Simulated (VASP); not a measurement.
Set up this calculation in VASP 6.6.1, as the native input.

| Property | Result |
| --- | --- |
| Task | single point |
| Functional | LDA |
| Potentials or basis | VASP PAW LDA potentials, release 64 (Sc_sv) |
| Cutoff | 520 eV |
| k mesh | 10 × 10 × 10 |
| Occupations | fermi-dirac, width 0.1 eV |
| Spin | no spin polarisation |
| Dipole correction | no |
| Further INCAR settings | ALGO = Normal; EDIFF = 1e-06; NBANDS = 18 |

The structure of Sc lies in POSCAR:

```
Sc
1.0
    0.0000000000      3.1146252373      3.1146252373
    3.1146252373      0.0000000000      3.1146252373
    3.1146252373      3.1146252373      0.0000000000
Sc
2
Direct
    0.1250000000      0.1250000000      0.1250000000
    0.8750000000      0.8750000000      0.8750000000
```

This isn't the form of Sc at room conditions, which is hcp.

One way to write it, as run:

INCAR

```
PREC     = Accurate       # precision mode
ENCUT    = 520            # plane-wave cutoff, eV
EDIFF    = 1E-6           # SCF threshold, eV
ISMEAR   = -1             # smearing method
SIGMA    = 0.1            # smearing width, eV
LREAL    = F              # projectors in reciprocal space
LASPH    = T              # aspherical terms in the spheres
NELM     = 100            # most SCF steps
ALGO     = Normal         # electronic algorithm
ISIF     = 2              # what is computed and relaxed
LWAVE    = F              # write WAVECAR
LCHARG   = T              # write CHGCAR
LELF     = T              # ELF
LVHAR    = T            
NBANDS   = 18             # bands
```

KPOINTS

```
Automatic mesh
0
Gamma
  10 10 10
```

Potentials or basis: VASP PAW LDA potentials, release 64 (Sc_sv).

Command:

```console
$ cat potpaw_LDA.64/Sc_sv/POTCAR > POTCAR
$ mpirun -np 1 vasp_std > vasp.out
```

Results of the run:

```yaml
Pressure: -1.2 GPa
Band_gap_on_the_k_mesh: zero (bands 11 and 12 overlap by 0.53 eV)
```

Wall time 100 s on 1 thread of Intel Xeon 8259CL, on a shared host, peak memory 0.19 GiB.
